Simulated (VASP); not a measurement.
**Se: single point with PBEsol**

The system is Se.

```
Se
1.0
    -1.38663    1.38663    1.38663
     1.38663   -1.38663    1.38663
     1.38663    1.38663   -1.38663
Se
1
Direct
  0.00000 0.00000 0.00000
```

```
Program             : VASP 6.6.1
Task                : single point
Functional          : PBEsol
Potentials or basis : VASP PAW PBE potentials, release 64 (Se)
Cutoff              : 520 eV
k mesh              : 24 × 24 × 24
Occupations         : gaussian, width 0.03 eV
Spin                : no spin polarisation
```

```
Pressure               : 188.5 GPa
Band gap on the k mesh : zero (band 3 reaches 24.04 eV, above the bottom of band 4 at 7.21 eV)
```

Levels at points of the mesh, in eV from the Fermi level:
```csv
k point,band 1,band 2,band 3,band 4,band 5,band 6
"(0.00, 0.00, 0.00)",-24.71,8.02,8.02,8.02,14.20,14.20
"(0.50, 0.00, 0.00)",-15.89,-13.86,0.57,4.10,7.19,8.20
"(0.50, 0.50, 0.50)",-7.58,-6.70,-6.70,-6.70,-0.11,-0.11
```

It took 18 s on 1 thread of Intel(R) Xeon(R) Platinum 8559C (Emerald Rapids) (shared host), peak memory 0.15 GiB.

Caveat: the PAW data sets were made with another functional, which shifts forces and pressure a little.
